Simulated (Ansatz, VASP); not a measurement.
Two plane-wave programs on Te

INCAR

```
PREC = Accurate ; ENCUT = 520
EDIFF = 1E-7 ; ISMEAR = -1
SIGMA = 0.1 ; LREAL = False
LASPH = True ; NELM = 80
ALGO = Normal ; ISIF = 2
LWAVE = False ; LCHARG = False
GGA = RE ; NBANDS = 20
```

File KPOINTS:

```
Automatic mesh
0
Gamma
  10 10 5
```

POSCAR

```
Te
1.0
    4.1158680483      0.0000000000      0.0000000000
   -2.0579340241      3.5644462885      0.0000000000
    0.0000000000      0.0000000000      7.9641056022
Te
4
Direct
    0.0000000000      1.0000000000      0.0000000000
    0.0000000000      1.0000000000      0.5000000000
    0.3333333333      0.6666666667      0.2500000000
    0.6666666667      0.3333333333      0.7500000000
```

Input for Ansatz:

```yaml
crystal:
  lattice:
    - [4.1158680483, 0.0, 0.0]
    - [-2.0579340241, 3.5644462885, 0.0]
    - [0.0, 0.0, 7.9641056022]
  atoms:
    - { symbol: Te, position: [0.0, 1.0, 0.0] }
    - { symbol: Te, position: [0.0, 1.0, 0.5] }
    - { symbol: Te, position: [0.3333333333, 0.6666666667, 0.25] }
    - { symbol: Te, position: [0.6666666667, 0.3333333333, 0.75] }
hamiltonian:
  xc: revpbe
  pseudopotentials:
    kind: paw
    azcp:
      Te: "pseudopotentials/Te.paw.azcp"
basis:
  ecutwfc: 420
  fft_grid_basis: typed
kpoints:
  mp_grid: { grid: [10, 10, 5], shift: [0, 0, 0] }
magnetization:
  spin_polarized: false
scf:
  occupations: { method: fermi_dirac, width: 0.1 }
  lower_state_search: "off"
output:
  stress: true
  write_density: true
  write_potential: true
  elf: true
  volumetric_format: npy
```

Alike in both runs: task single point; functional revPBE; k mesh 10 × 10 × 5; occupations fermi-dirac, width 0.1 eV; no spin polarisation.

|  | VASP | Ansatz |
| --- | --- | --- |
| version | VASP 6.6.1 | Ansatz 0.2.0 |
| potentials or method | VASP PAW PBE potentials, release 64 (Te), cutoff 520 eV | plane waves (420 eV) with PAW, scalar-relativistic |
| valence electrons in the cell | 24 | 64 |

|  | VASP | Ansatz | Ansatz less VASP |
| --- | --- | --- | --- |
| pressure (GPa) | 7.7 | 7.7 | +0.08 |
| traceless stress, the component that is largest in VASP (GPa) | 2.23 | 2.23 | +0.001 |

VASP's potentials were made for PBE, not for revPBE. VASP's potentials hold 24 valence electrons a cell and Ansatz's 64, so a difference there can come from the potentials and not from the codes.

Spin-orbit coupling is off throughout.
